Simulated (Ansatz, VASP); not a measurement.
## One calculation of Cu, two programs

```
Cu
1.0
     0.00000    1.80748    1.80748
     1.80748    0.00000    1.80748
     1.80748    1.80748    0.00000
Cu
1
Direct
  0.00000 0.00000 0.00000
```

Alike in both runs: task relaxation of cell and atoms; functional LDA; k mesh 21 × 21 × 21; occupations fermi-dirac, width 0.05 eV; no spin polarisation.

```csv
,VASP,Ansatz
version,VASP 6.6.1,Ansatz 0.2.0
potentials or method,"VASP PAW LDA potentials, release 64 (Cu)","PAW with Ansatz's default frozen-core files, scalar-relativistic"
plane-wave cutoff (eV),600,420
valence electrons in the cell,11,19
```

```csv
,VASP,Ansatz,Ansatz less VASP
relaxed volume (Å³/atom),10.94,10.88,-0.058
relaxed cell length with the largest relative difference (Å),2.492,2.487,-0.0044
```

LDA's correlation is that of Perdew and Zunger in VASP and of Perdew and Wang (1992) in Ansatz. VASP's potentials hold 11 valence electrons a cell and Ansatz's 19, so a difference there can come from the potentials and not from the codes.
